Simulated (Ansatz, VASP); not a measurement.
# One calculation of Ca, two programs

```xyz
1
Lattice="3.6456 0.0000 0.0000 0.0000 3.4887 0.0000 0.0000 0.0000 3.4887" Properties=species:S:1:pos:R:3 pbc="T T T"
Ca    0.0000    0.0000    0.0000
```

Change from the starting cell: strain +0.0450 x Voigt [1, 0, 0, 0, 0, 0], atoms carried along.

Alike in both runs: task single point; functional LDA; k mesh 14 × 14 × 14; occupations gaussian, width 0.15 eV; no spin polarisation.

```csv
,VASP,Ansatz
version,VASP 6.6.1,Ansatz 0.2.0
potentials or method,"VASP PAW LDA potentials, release 64 (Ca_sv), cutoff 520 eV","scalar-relativistic, plane waves, PAW"
valence electrons in the cell,10,10
```

```tsv
	VASP	Ansatz	Ansatz less VASP
gap on the k mesh at the Fermi level (eV)	none	none	-
pressure (GPa)	-1.5	-1.5	+0.03
traceless stress, the component that is largest in VASP (GPa)	-1.17	-1.16	+0.005
```

LDA's correlation is that of Perdew and Zunger in VASP and of Perdew and Wang (1992) in Ansatz. A gap of «none» marks a metal or a gap that the smearing closes.
